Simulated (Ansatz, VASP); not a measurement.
Two plane-wave programs on Si

```
Si
1.0
     0.00000    5.43000    5.43000
     5.43000    0.00000    5.43000
     5.43000    5.43000    0.00000
Si
17
Direct
  0.98893 0.00268 0.00331
  0.09880 0.13348 0.13387
  0.98891 0.00269 0.50510
  0.12913 0.10683 0.63203
  0.98960 0.50463 0.00289
  0.13002 0.63143 0.10693
  0.07906 0.47345 0.47375
  0.13000 0.63144 0.63164
  0.47124 0.00882 0.00999
  0.61651 0.12360 0.12457
  0.50352 0.95897 0.51877
  0.61650 0.12361 0.63536
  0.50447 0.51766 0.95953
  0.61715 0.63417 0.12436
  0.50444 0.51768 0.51838
  0.69722 0.60076 0.60102
  0.49020 0.33603 0.33690
```

Alike in both runs: functional PBEsol; k mesh 2 × 2 × 2; occupations gaussian, width 0.05 eV; no spin polarisation.

Ansatz relaxed the structure, and its values are those at the end. VASP's run is a single point on that final structure, the one shown.

|  | VASP | Ansatz |
| --- | --- | --- |
| version | VASP 6.6.1 | Ansatz 0.2.0 |
| potentials or method | VASP PAW PBE potentials, release 64 (Si), cutoff 520 eV | scalar-relativistic, plane waves, PAW |
| valence electrons in the cell | 68 | 68 |

```csv
,VASP,Ansatz,Ansatz less VASP
rms of the force components (eV/Å),0.005,0.004,-0.0006
```

VASP's potentials were made for PBE, not for PBEsol, and Ansatz warns of the same on its side.

The k mesh is coarse, so the values compare programs but aren't converged.
